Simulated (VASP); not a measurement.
Here is a VASP 6.6.1 calculation.

File INCAR:

```
SYSTEM = Zn
PREC     = Accurate       ! precision mode
ENCUT    = 520            ! plane-wave cutoff, eV
EDIFF    = 1E-6           ! SCF threshold, eV
ISMEAR   = -1             ! smearing method
SIGMA    = 0.05           ! smearing width, eV
LREAL    = .False.        ! projectors in reciprocal space
LASPH    = .True.         ! aspherical terms in the spheres
NELM     = 60             ! most SCF steps
ALGO     = Normal         ! electronic algorithm
ISIF     = 2              ! what is computed and relaxed
LWAVE    = .False.        ! write WAVECAR
LCHARG   = .True.         ! write CHGCAR
GGA      = CA             ! functional
LELF     = .True.         ! ELF
LVHAR    = .True.       
NBANDS   = 12             ! bands
```

KPOINTS

```
regular mesh
0
Gamma
  8 8 8
  0 0 0
```

The input POSCAR:

```
Zn
1.0
   -1.3936408940      1.3936408940      1.3936408940
    1.3936408940     -1.3936408940      1.3936408940
    1.3936408940      1.3936408940     -1.3936408940
Zn
1
Direct
    0.0000000000      0.0000000000      0.0000000000
```

Potentials or basis: VASP PAW LDA potentials, release 64 (Zn).

Command:

```bash
$ cat potpaw_LDA.64/Zn/POTCAR > POTCAR
$ mpirun -np 1 vasp_std > vasp.out
```

(1) What does it give for the band gap on the k mesh?

(2) Predict the pressure.

Results:

(1) zero (band 6 reaches 10.77 eV, above the bottom of band 7 at 5.75 eV).

(2) 41.9 GPa.

Caveat: the k points lie up to 0.40 Å⁻¹ apart.
